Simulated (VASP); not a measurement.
Write the native input for VASP 6.6.1 that does the following.

| Property | Result |
| --- | --- |
| Task | single point |
| Functional | PBEsol |
| Potentials or basis | VASP PAW PBE potentials, release 64 (K_sv) |
| Cutoff | 520 eV |
| k mesh | 14 × 14 × 14 |
| Occupations | gaussian, width 0.15 eV |
| Spin | no spin polarisation |
| Dipole correction | no |
| Further INCAR settings | ALGO = Fast; EDIFF = 1e-06; NBANDS = 10 |

The structure of K lies in POSCAR:

```
K
1.0
   -2.6180000000      2.6049100000      2.6180000000
    2.6180000000     -2.6049100000      2.6180000000
    2.6180000000      2.6049100000     -2.6180000000
K
1
Direct
    0.0000000000      0.0000000000      0.0000000000
```

This cell differs from its parent crystal: strain -0.0050 x Voigt [0, 1, 0, 0, 0, 0].

These files were run (other wordings do the same):

INCAR

```
ALGO = Fast
EDIFF = 1E-6
ENCUT = 520
GGA = PS
ISIF = 2
ISMEAR = 0
LASPH = T
LCHARG = F
LREAL = F
LWAVE = F
NBANDS = 10
NELM = 60
PREC = Accurate
SIGMA = 0.15
```

KPOINTS

```
k-points
0
Gamma
  14 14 14
```

Potentials or basis: VASP PAW PBE potentials, release 64 (K_sv).

The run is started by

```bash
$ cat potpaw_PBE.64/K_sv/POTCAR > POTCAR
$ mpirun -np 1 vasp_std > vasp.out
```

It gave:

| Item | Value |
| --- | --- |
| Pressure | 0.0 GPa |
| Band gap on the k mesh | zero (an odd number of electrons rules out a gap without spin polarisation) |

Caveat: the cell differs from its parent crystal (strain -0.0050 x Voigt [0, 1, 0, 0, 0, 0]); the PAW data sets were made with another functional, which shifts forces and pressure a little.

It took 4.1 min on 1 thread of Intel Xeon 8259CL, on a shared host, peak memory 0.32 GiB.
